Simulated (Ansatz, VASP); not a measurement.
**One calculation of PbSe, two programs**

```
Pb Se
1.0
     0.00000    3.08184    3.08184
     3.08184    0.00000    3.08184
     3.08184    3.08184    0.00000
Pb Se
1 1
Direct
  0.00000 0.00000 0.00000
  0.50000 0.50000 0.50000
```

Change from the starting cell: volume scaled by 0.975, PAW files.

Alike in both runs: task electric field gradients; functional PBE; k mesh 10 × 10 × 10; occupations fermi-dirac, width 0.03 eV; no spin polarisation.

```csv
,VASP,Ansatz
version,VASP 6.6.1,Ansatz 0.2.0
potentials or method,"VASP PAW PBE potentials, release 64 (Pb_d, Se)","PAW with Ansatz's default frozen-core files, scalar-relativistic"
plane-wave cutoff (eV),520,420
valence electrons in the cell,20,30
```

|  | VASP | Ansatz | Ansatz less VASP |
| --- | --- | --- | --- |
| pressure (GPa) | 1.3 | 1.3 | +0.01 |

With one functional, cell and mesh, what is left measures potentials, basis and numerics. VASP's potentials hold 20 valence electrons a cell and Ansatz's 30, so a difference there can come from the potentials and not from the codes.

Spin-orbit coupling is off throughout.
